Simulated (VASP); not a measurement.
Input of a VASP 6.6.1 run:

File INCAR:

```
SYSTEM = Ti
PREC = Accurate
ENCUT = 520
EDIFF = 1E-6
ISMEAR = 0
SIGMA = 0.15
LREAL = .FALSE.
LASPH = .TRUE.
NELM = 60
ALGO = Fast
ISIF = 2
LWAVE = .FALSE.
LCHARG = .TRUE.
GGA = PE
LELF = .TRUE.
LVHAR = .TRUE.
NBANDS = 12
```

File KPOINTS:

```
regular mesh
0
G
  22 22 22
  0 0 0
```

POSCAR

```
Ti
1.0
   -1.6153075168      1.6153075168      1.7406553801
    1.6153075168     -1.6153075168      1.7406553801
    1.6153075168      1.6153075168     -1.7406553801
Ti
1
Direct
    0.0000000000      0.0000000000      0.0000000000
```

Potentials or basis: VASP PAW PBE potentials, release 64 (Ti_sv).

Command:

```console
$ cat potpaw_PBE.64/Ti_sv/POTCAR > POTCAR
$ mpirun -np 1 vasp_std > vasp.out
```

Estimate the pressure.

-5.0 GPa.

What does it give for the band gap on the k mesh?

Zero (bands 6 and 7 overlap by 1.51 eV).

Stress tensor (GPa, compression positive):
```
-5.61  0.00  0.00
 0.00 -5.61  0.00
 0.00  0.00 -3.92
```

Caveat: the cell stands under tension.
